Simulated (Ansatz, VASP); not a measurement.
**Zr2B3: VASP beside Ansatz**

```
CELL_PARAMETERS angstrom
4.73714 -0.03488 -0.24014
-2.44267 2.38469 -0.03125
-0.62444 -0.50513 10.37604
ATOMIC_POSITIONS crystal
Zr 0.51592 0.04920 0.26529
Zr 0.78440 0.31765 0.80252
Zr 0.15069 0.68398 0.53498
Zr 0.38200 0.41555 0.99735
B 0.06097 0.09425 0.35458
B 0.24167 0.27484 0.71716
B 0.97152 0.00472 0.17674
B 0.69595 0.72925 0.62458
B 0.60608 0.63943 0.44569
B 0.92414 0.45780 0.08111
```

Change from the starting cell: cell x2, atoms moved at random (sigma 0.15 Å) and cell strained at random (1.5 %), then relaxed without symmetry.

Alike in both runs: functional PBE; k mesh 6 × 6 × 2; occupations gaussian, width 0.2 eV; no spin polarisation.

Ansatz relaxed the structure, and its values are those at the end. VASP's run is a single point on that final structure, the one shown.

```csv
,VASP,Ansatz
version,VASP 6.6.1,Ansatz 0.2.0
potentials or method,"VASP PAW PBE potentials, release 64 (Zr_sv, B), cutoff 520 eV","scalar-relativistic, plane waves, PAW"
valence electrons in the cell,66,66
```

|  | VASP | Ansatz | Ansatz less VASP |
| --- | --- | --- | --- |
| gap on the k mesh at the Fermi level (eV) | none | none | - |
| pressure (GPa) | 0.1 | 0.0 | -0.12 |
| rms of the force components (eV/Å) | 0.005 | 0.005 | -0.0001 |

A gap of «none» marks a metal or a gap that the smearing closes.

The k mesh is coarse, so the values compare programs but aren't converged.
